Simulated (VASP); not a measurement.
Here is a VASP 6.6.1 calculation.

Contents of INCAR:

```
  PREC = Accurate
  ENCUT = 520
  EDIFF = 1E-6
  ISMEAR = 0
  SIGMA = 0.05
  LREAL = F
  LASPH = T
  NELM = 100
  ALGO = Normal
  ISIF = 2
  LWAVE = F
  LCHARG = F
  GGA = PE
  NBANDS = 48
```

File KPOINTS:

```
regular mesh
0
Gamma
  12 12 2
```

The input POSCAR:

```
InSe
1.0
    4.0896281733      0.0000000000      0.0000000000
   -2.0448140866      3.5417218901      0.0000000000
    0.0000000000      0.0000000000     18.4030146391
In Se
4 4
Direct
    0.3333333333      0.6666666667      0.1732306862
    0.6666666667      0.3333333333      0.6702523148
    0.3333333333      0.6666666667      0.3267693138
    0.6666666667      0.3333333333      0.8297476852
    0.3333333333      0.6666666667      0.5987356159
    0.6666666667      0.3333333333      0.1041775962
    0.3333333333      0.6666666667      0.9012643841
    0.6666666667      0.3333333333      0.3958224038
```

Potentials or basis: VASP PAW PBE potentials, release 64 (In_d, Se).

Launch:

```console
$ cat potpaw_PBE.64/In_d/POTCAR potpaw_PBE.64/Se/POTCAR > POTCAR
$ mpirun -np 1 vasp_std > vasp.out
```

Q: Predict the band gap on the k mesh.

A: 0.65 eV, direct.

Q: Predict the pressure.

A: -0.6 GPa.

Stress tensor (GPa, compression positive):
```
-0.30  0.00  0.00
 0.00 -0.30  0.00
 0.00  0.00 -1.11
```

Caveat: the cell differs from its parent crystal (mode 11 (99.7 1/cm) frozen in, largest displacement -0.100 Å); spin-orbit coupling is left out, which moves the levels of the heavy elements; this functional lacks dispersion, which binds the layers, so the pressure and a relaxed spacing across them are unreliable. A k mesh can miss the band edges.
